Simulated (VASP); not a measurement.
# MgO (F-43m) in VASP: a series of runs

MgO is run at these levels: PBEsol-based global hybrid, PBE, r2SCAN+D3(BJ), RPBE+D3(BJ); tasks: relaxation of cell and atoms, single point.

All numbers are computed with VASP 6.6.1; they aren't measurements. Logs are shortened: lines on timing, memory, paths and dates and some standing lists are left out, and cuts for length are marked.

### Step 1. The cell of the first run

Symmetry: F-43m, No. 216, cubic system. Conventional cell: a = 4.612 Å, b = 4.612 Å, c = 4.612 Å, α = 90.00°, β = 90.00°, γ = 90.00°. Within 2.6 Å of Mg (site symmetry -43m) lie 4 O at 2.00 Å. O (site symmetry -43m) has 4 Mg at 2.00 Å within 2.6 Å.

### Step 2. Relaxation of cell and atoms, PBEsol-based global hybrid

Contents of POSCAR:

```
MgO
1.0
    0.0000000000      2.3061600000      2.3061600000
    2.3061600000      0.0000000000      2.3061600000
    2.3061600000      2.3061600000      0.0000000000
Mg O
1 1
Direct
    0.5000000000      0.5000000000      0.5000000000
    0.7500000000      0.7500000000      0.7500000000
```

Contents of INCAR.step1:

```
SYSTEM = MgO
  PREC = Accurate
  ENCUT = 600
  EDIFF = 1E-5
  ISMEAR = -1
  SIGMA = 0.05
  LREAL = .False.
  LASPH = .True.
  NELM = 80
  ALGO = Normal
  LWAVE = .True.
  LCHARG = .False.
  GGA = PE
  NBANDS = 11
```

Contents of INCAR.step2:

```
SYSTEM = MgO
  PREC = Accurate
  ENCUT = 600
  EDIFF = 1E-6
  ISMEAR = -1
  SIGMA = 0.05
  LREAL = .False.
  LASPH = .True.
  NELM = 80
  ALGO = Normal
  ISIF = 3
  LWAVE = .False.
  LCHARG = .False.
  GGA = PS
  LHFCALC = .True.
  AEXX = 0.25
  PRECFOCK = Normal
  IBRION = 2
  NSW = 60
  EDIFFG = -0.01
  ISTART = 1
```

Contents of KPOINTS:

```
Automatic mesh
0
Gamma
  5 5 5
  0 0 0
```

Potentials or basis: VASP PAW PBE potentials, release 64 (Mg, O).

Launch:

```console
$ cat potpaw_PBE.64/Mg/POTCAR potpaw_PBE.64/O/POTCAR > POTCAR
$ cp INCAR.step1 INCAR
$ mpirun -np 1 vasp_std > vasp.out
$ cp INCAR.step2 INCAR
$ mpirun -np 1 vasp_std > vasp.out
```

OUTCAR:

```text
SYSTEM = MgO
   PREC = Accurate
   ENCUT = 600
   EDIFF = 1E-6
   ISMEAR = -1
   LREAL = .False.
   LASPH = .True.
   NELM = 80
   ISIF = 3
   GGA = PS
   LHFCALC = .True.
   AEXX = 0.25
   PRECFOCK = Normal
   IBRION = 2
   NSW = 60
   EDIFFG = -0.01
   ISTART = 1

 ion  position               nearest neighbor table
   1  0.500  0.500  0.500-   2 2.00   2 2.00   2 2.00   2 2.00
   2  0.750  0.750  0.750-   1 2.00   1 2.00   1 2.00   1 2.00

  LATTYP: Found a face centered cubic cell.
 ALAT       =     4.6123200000

  Lattice vectors:

 A1 = (   0.0000000000,   2.3061600000,   2.3061600000)
 A2 = (   2.3061600000,   0.0000000000,   2.3061600000)
 A3 = (   2.3061600000,   2.3061600000,   0.0000000000)

Analysis of symmetry for initial positions (statically):
=====================================================================
 Subroutine PRICEL returns:
 Original cell was already a primitive cell.

 Routine SETGRP: Setting up the symmetry group for a
 face centered cubic supercell.

 Subroutine GETGRP returns: Found 24 space group operations
 (whereof 24 operations were pure point group operations)
 out of a pool of 48 trial point group operations.

The static configuration has the point symmetry T_d .

Analysis of symmetry for dynamics (positions and initial velocities):
=====================================================================
 Subroutine PRICEL returns:
 Original cell was already a primitive cell.

 Routine SETGRP: Setting up the symmetry group for a
 face centered cubic supercell.

 Subroutine GETGRP returns: Found 24 space group operations
 (whereof 24 operations were pure point group operations)
 out of a pool of 48 trial point group operations.

The dynamic configuration has the point symmetry T_d .

 Subroutine INISYM returns: Found 24 space group operations
 (whereof 24 operations are pure point group operations),
 and found     1 'primitive' translations

----------------------------------------------------------------------------------------

                                     Primitive cell

  volume of cell :      24.5300

  direct lattice vectors                    reciprocal lattice vectors
     0.000000000  2.306160000  2.306160000    -0.216810629  0.216810629  0.216810629
     2.306160000  0.000000000  2.306160000     0.216810629 -0.216810629  0.216810629
     2.306160000  2.306160000  0.000000000     0.216810629  0.216810629 -0.216810629

  length of vectors
     3.261402749  3.261402749  3.261402749     0.375527025  0.375527025  0.375527025

  position of ions in fractional coordinates (direct lattice)
     0.500000000  0.500000000  0.500000000
     0.750000000  0.750000000  0.750000000

  ion indices of the primitive-cell ions
   primitive index   ion index
                 1           1
                 2           2

----------------------------------------------------------------------------------------

 KPOINTS: Automatic mesh

Automatic generation of k-mesh.
 Grid dimensions read from file:
 generate k-points for:    5    5    5

 Generating k-lattice:

  Cartesian coordinates                     Fractional coordinates (reciprocal lattice)
    -0.043362126  0.043362126  0.043362126     0.200000000  0.000000000  0.000000000
     0.043362126 -0.043362126  0.043362126     0.000000000  0.200000000  0.000000000
     0.043362126  0.043362126 -0.043362126     0.000000000  0.000000000  0.200000000

  Length of vectors
     0.075105405  0.075105405  0.075105405

  Shift w.r.t. Gamma in fractional coordinates (k-lattice)
     0.000000000  0.000000000  0.000000000

 Subroutine IBZKPT returns following result:
 ===========================================

 Found     10 irreducible k-points:

 Following reciprocal coordinates:
            Coordinates               Weight
  0.000000  0.000000  0.000000      1.000000
  0.200000  0.000000  0.000000      8.000000
  0.400000  0.000000  0.000000      8.000000
  0.200000  0.200000  0.000000      6.000000
  0.400000  0.200000  0.000000     24.000000
 -0.400000  0.200000  0.000000     24.000000
 -0.200000  0.200000  0.000000     12.000000
  0.400000  0.400000  0.000000      6.000000
 -0.400000  0.400000  0.000000     12.000000
 -0.400000  0.400000  0.200000     24.000000
   k-points           NKPTS =     10   k-points in BZ     NKDIM =    125   number of bands    NBANDS=      8
   number of dos      NEDOS =    301   number of ions     NIONS =      2
   total plane-waves  NPLWV =  21952
   dimension x,y,z NGX =    28 NGY =   28 NGZ =   28
   dimension x,y,z NGXF=    56 NGYF=   56 NGZF=   56
   ions per type =               1   1
   NGX,Y,Z   is equivalent  to a cutoff of  14.27, 14.27, 14.27 a.u.
   NGXF,Y,Z  is equivalent  to a cutoff of  28.55, 28.55, 28.55 a.u.
 SYSTEM =  MgO
   PREC   = accura    normal or accurate (medium, high low for compatibility)
   ISTART =      1    job   : 0-new  1-cont  2-samecut
   ICHARG =      0    charge: 1-file 2-atom 10-const
   ISPIN  =      1    spin polarized calculation?
   LNONCOLLINEAR =      F non collinear calculations
   LSORBIT =      F    spin-orbit coupling
   LASPH  =      T    aspherical Exc in radial PAW
   ENCUT  =  600.0 eV  44.10 Ry    6.64 a.u.   6.51  6.51  6.51*2*pi/ulx,y,z
   NELM   =     80;   NELMIN=  2; NELMDL=  0     # of ELM steps
   EDIFF  = 0.1E-05   stopping-criterion for ELM
   LREAL  =      F    real-space projection
   EDIFFG = -.1E-01   stopping-criterion for IOM
   NSW    =     60    number of steps for IOM
   IBRION =      2    ionic relax: 0-MD 1-quasi-New 2-CG
   NFREE  =      1    steps in history (QN), initial steepest desc. (CG)
   ISIF   =      3    stress and relaxation
   ISYM   =      3    0-nonsym 1-usesym 2-fastsym
   POTIM  = 0.5000    time-step for ionic-motion
   TEBEG  =    0.0;   TEEND  =   0.0 temperature during run
   PSTRESS=    0.0 pullay stress
   NELECT =       8.0000    total number of electrons
   NUPDOWN=      -1.0000    fix difference up-down
   EMIN   =  10.00;   EMAX   =-10.00  energy-range for DOS
   EFERMI =   0.00;   METHOD = LEGACY
   ISMEAR =    -1;   SIGMA  =   0.05  broadening in eV -4-tet -1-fermi 0-gaus
   EFERMI_NEDOS =   21; number of points for ismear=-14 and -15
   IALGO  =     38    algorithm
   IMIX   =      1    mixing-type and parameters
     AMIX     =   0.40;   BMIX     =  1.00
     AMIX_MAG =   1.60;   BMIX_MAG =  1.00
  volume/ion in A,a.u.               =      12.27        82.77
  Fermi-wavevector in a.u.,A,eV,Ry     =   1.126865  2.129467 17.277028  1.269826
  Thomas-Fermi vector in A             =   2.263549
   LORBIT       =      0    0 simple, 1 ext, 2 COOP (PROOUT), +10 PAW based schemes
   GGA     = PS    functional components
   LHFCALC =     T    Hartree Fock is set to
   PRECFOCK=normal    Normal, Fast or Accurate (Low or Medium for compatibility)
   ENCUT4O =  -1.0   cutoff for four orbital integrals eV
   NKREDX  =     1    reduce k-point grid by
   NKREDY  =     1    reduce k-point grid by
   NKREDZ  =     1    reduce k-point grid by
   AEXX    =    0.2500 exact exchange contribution
   HFSCREEN=    0.0000 screening length (either q_TF or 0.3 A-1)
   HFSCREENC=   0.0000 screening length for correlation (either q_TF or 0.3 A-1)
   ENCUTFOCK=  -1.0 apply spherical cutoff to Coloumb kernel
   IVDW    =     0    specifies the selected vdW correction
   LEPSILON=     F    determine dielectric tensor
   LRPA    =     F    only Hartree local field effects (RPA)
 conjugate gradient relaxation of ions
 non-spin polarized calculation
  energy-cutoff  :      600.00
  volume of cell :       24.53
 maximum number of plane-waves:       869
 NGX is ok and might be reduce to    28
  NGX = 20; NGY = 20; NGZ = 20

--------------------------------------- Ionic step        1  -------------------------------------------

 number of electron       8.0000002 magnetization

 Free energy of the ion-electron system (eV)
  ---------------------------------------------------
  ext. energy  EPLUGINS =         0.00000000
  ---------------------------------------------------
  free energy    TOTEN  =       -14.90127533 eV

  energy without entropy =      -14.90127533  energy(sigma->0) =      -14.90127533

 E-fermi :  -0.0348     XC(G=0):  -7.7139

 val. band max:       -1.1205143440   @ k =   0.0000   0.0000   0.0000
 cond. band min:       4.5781918306   @ k =   0.0000   0.0000   0.0000
 fundamental gap:      5.6987061747
 Fermi energy:        -0.0348320633

 k-point     1 :       0.0000    0.0000    0.0000
  band No.  band energies     occupation
      1     -18.3580      2.00000
      2      -1.1205      2.00000
      3      -1.1205      2.00000
      4      -1.1205      2.00000
      5       4.5782      0.00000
      6      18.0210      0.00000
      7      18.0210      0.00000
      8      18.0210      0.00000

 k-point     2 :       0.2000    0.0000    0.0000
  band No.  band energies     occupation
      1     -18.1376      2.00000
      2      -2.5379      2.00000
      3      -1.1966      2.00000
      4      -1.1966      2.00000
      5       6.3431      0.00000
      6      15.3295      0.00000
      7      17.4795      0.00000
      8      17.4795      0.00000
[... 144 lines left out ...]
 POSITION                                       TOTAL-FORCE (eV/Angst)
 -----------------------------------------------------------------------------------
      2.25367      2.25367      2.25367        -0.000000     -0.000000     -0.000000
      3.38051      3.38051      3.38051         0.000000      0.000000      0.000000
 -----------------------------------------------------------------------------------
    total drift:                               -0.000000     -0.000000     -0.000000

  FREE ENERGIE OF THE ION-ELECTRON SYSTEM (eV)
  ---------------------------------------------------
  free  energy   TOTEN  =       -14.9229940429 eV

  energy  without entropy=      -14.9229940429  energy(sigma->0) =      -14.92299404

--------------------------------------- Ionic step        3  -------------------------------------------

 number of electron       8.0000000 magnetization

 Free energy of the ion-electron system (eV)
  ---------------------------------------------------
  ext. energy  EPLUGINS =         0.00000000
  ---------------------------------------------------
  free energy    TOTEN  =       -14.92602525 eV

  energy without entropy =      -14.92602525  energy(sigma->0) =      -14.92602525

 E-fermi :   0.2988     XC(G=0):  -7.8881

 val. band max:       -0.8782665156   @ k =   0.0000   0.0000   0.0000
 cond. band min:       5.1461601297   @ k =   0.0000   0.0000   0.0000
 fundamental gap:      6.0244266453
 Fermi energy:         0.2987757059

 k-point     1 :       0.0000    0.0000    0.0000
  band No.  band energies     occupation
      1     -18.2648      2.00000
      2      -0.8783      2.00000
      3      -0.8783      2.00000
      4      -0.8783      2.00000
      5       5.1462      0.00000
      6      18.8618      0.00000
      7      18.8618      0.00000
      8      18.8618      0.00000

 k-point     2 :       0.2000    0.0000    0.0000
  band No.  band energies     occupation
      1     -18.0201      2.00000
      2      -2.3473      2.00000
      3      -0.9545      2.00000
      4      -0.9545      2.00000
      5       6.9437      0.00000
      6      16.0886      0.00000
      7      18.2343      0.00000
      8      18.2343      0.00000
[... 108 lines left out ...]
 POSITION                                       TOTAL-FORCE (eV/Angst)
 -----------------------------------------------------------------------------------
      2.26688      2.26688      2.26688         0.000000     -0.000000      0.000000
      3.40032      3.40032      3.40032        -0.000000      0.000000     -0.000000
 -----------------------------------------------------------------------------------
    total drift:                               -0.000000     -0.000000     -0.000000

  FREE ENERGIE OF THE ION-ELECTRON SYSTEM (eV)
  ---------------------------------------------------
  free  energy   TOTEN  =       -14.9260252476 eV

  energy  without entropy=      -14.9260252476  energy(sigma->0) =      -14.92602525

 reached required accuracy - stopping structural energy minimisation
```

Wall time 4.2 min (1 thread of Intel Xeon 6975P-C (Granite Rapids), shared host); peak memory 0.17 GiB.

Results:

- Free energy: -14.9260 eV
- Relaxed volume: 11.65 Å³/atom
- Relaxed cell: a = 3.206 Å, b = 3.206 Å, c = 3.206 Å, α = 60.00°, β = 60.00°, γ = 60.00°
- Space group after relaxing (to 0.05 Å): F-43m (No. 216)
- Energy gained by relaxing: 12.4 meV/atom
- Ionic steps: 3
- Pressure after relaxing: 0.0 GPa
- Band gap on the k mesh: 6.02 eV, direct

The path:
```csv
step,energy change (eV),largest force (eV/Å),pressure (GPa),volume (Å³)
1,0.0000,0.0000,-6.16,24.53
2,-0.0217,0.0000,2.43,22.89
3,-0.0247,0.0000,0.01,23.30
```

Final structure:
```
Mg O
1.0
     0.00000    2.26688    2.26688
     2.26688    0.00000    2.26688
     2.26688    2.26688    0.00000
Mg O
1 1
Direct
  0.50000 0.50000 0.50000
  0.75000 0.75000 0.75000
```

Caveat: the k points lie up to 0.48 Å⁻¹ apart in the final cell; the PAW data sets were made with another functional, which shifts forces and pressure a little.

### Step 3. Single point, PBE

This run uses another cell than the first one, of 13.00 Å³/atom, 1.060 times its volume.

Contents of INCAR:

```
SYSTEM = MgO
PREC = Accurate
ENCUT = 520
EDIFF = 1E-6
ISMEAR = -1
SIGMA = 0.05
LREAL = .FALSE.
LASPH = .TRUE.
NELM = 60
ALGO = Normal
ISIF = 2
LWAVE = .FALSE.
LCHARG = .FALSE.
GGA = PE
NBANDS = 11
```

Contents of KPOINTS:

```
Automatic mesh
0
G
  10 10 10
  0 0 0
```

Contents of POSCAR:

```
MgO
1.0
    0.0000000000      2.3513903066      2.3513903066
    2.3513903066      0.0000000000      2.3513903066
    2.3513903066      2.3513903066      0.0000000000
Mg O
1 1
Direct
    0.5000000000      0.5000000000      0.5000000000
    0.7500000000      0.7500000000      0.7500000000
```

Potentials or basis: VASP PAW PBE potentials, release 64 (Mg, O).

Launch:

```console
$ cat potpaw_PBE.64/Mg/POTCAR potpaw_PBE.64/O/POTCAR > POTCAR
$ mpirun -np 1 vasp_std > vasp.out
```

It took 7.7 s on 1 thread of Intel Xeon 6975P-C (Granite Rapids), shared host; peak memory 0.16 GiB.

The run converged. Its results:

```yaml
Free_energy: -11.6703 eV
Pressure: -6.3 GPa
Band_gap_on_the_k_mesh: 3.15 eV, direct
```

Levels at points of the mesh, in eV from the valence-band top:
```
           k point  band 1  band 2  band 3  band 4  band 5  band 6  band 7  band 8  band 9
(0.00, 0.00, 0.00)  -15.66    0.00    0.00    0.00    3.15   15.84   15.84   15.84   19.42
(0.50, 0.00, 0.00)  -15.11   -2.81   -0.18   -0.18    8.16    9.02   13.95   13.95   18.50
(0.50, 0.50, 0.00)  -14.94   -2.32   -0.70   -0.70    6.04   11.08   12.86   15.62   15.62
```

[end of part 1 of 2]
